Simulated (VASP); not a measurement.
Here is a VASP 6.6.1 calculation.

File INCAR:

```
ALGO = Normal
EDIFF = 1E-7
ENCUT = 520
ISIF = 2
ISMEAR = -1
LASPH = T
LCHARG = F
LREAL = F
LWAVE = F
NBANDS = 12
NELM = 80
PREC = Accurate
SIGMA = 0.1
```

Contents of KPOINTS:

```
k-points
0
Gamma
  16 16 16
```

The input POSCAR:

```
Ag
1.0
    2.1284660523      0.0000000000      0.0000000000
    0.0000000000      2.1284660523      0.0000000000
    0.0000000000      0.0000000000      2.1284660523
Ag
1
Direct
    0.0000000000      0.0000000000      0.0000000000
```

Potentials or basis: VASP PAW LDA potentials, release 64 (Ag).

Run with:

```console
$ cat potpaw_LDA.64/Ag/POTCAR > POTCAR
$ mpirun -np 1 vasp_std > vasp.out
```

Q: What does it give for the pressure?

A: 389.3 GPa.
